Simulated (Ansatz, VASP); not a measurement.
# Ge: VASP beside Ansatz

The input INCAR:

```
  ALGO = Normal
  EDIFF = 1E-6
  ENCUT = 520
  GGA = PS
  ISIF = 2
  ISMEAR = -1
  LASPH = T
  LCHARG = T
  LELF = T
  LREAL = F
  LVHAR = T
  LWAVE = F
  NBANDS = 21
  NELM = 80
  PREC = Accurate
  SIGMA = 0.05
```

File KPOINTS:

```
k-points
0
Gamma
  9 9 9
```

Contents of POSCAR:

```
Ge
1.0
    0.0000000000      2.8427929441      2.8427929441
    2.8427929441      0.0000000000      2.8427929441
    2.8427929441      2.8427929441      0.0000000000
Ge
2
Direct
    0.5000000000      0.5000000000      0.5000000000
    0.7500000000      0.7500000000      0.7500000000
```

Input for Ansatz:

```yaml
crystal:
  lattice:
    - [0.0, 2.8427929449, 2.8427929449]
    - [2.8427929449, 0.0, 2.8427929449]
    - [2.8427929449, 2.8427929449, 0.0]
  atoms:
    - { symbol: Ge, position: [0.5, 0.5, 0.5] }
    - { symbol: Ge, position: [0.75, 0.75, 0.75] }
hamiltonian:
  xc: pbesol
  pseudopotentials:
    kind: paw
    azcp:
      Ge: "pseudopotentials/Ge.paw.azcp"
basis:
  ecutwfc: 420
  fft_grid_basis: typed
kpoints:
  mp_grid: { grid: [9, 9, 9], shift: [0, 0, 0] }
magnetization:
  spin_polarized: false
scf:
  occupations: { method: fermi_dirac, width: 0.05 }
output:
  stress: true
```

Alike in both runs: task single point; functional PBEsol; k mesh 9 × 9 × 9; occupations fermi-dirac, width 0.05 eV; no spin polarisation.

|  | VASP | Ansatz |
| --- | --- | --- |
| version | VASP 6.6.1 | Ansatz 0.2.0 |
| potentials or method | VASP PAW PBE potentials, release 64 (Ge_d), cutoff 520 eV | plane waves (420 eV) with PAW, scalar-relativistic |
| valence electrons in the cell | 28 | 28 |

VASP gave:

| Item | Value |
| --- | --- |
| pressure (GPa) | -0.4 |

Question: Estimate Ansatz's values.

Answer: Pressure (GPa): -0.3.

VASP's potentials were made for PBE, not for PBEsol, and Ansatz warns of the same on its side.
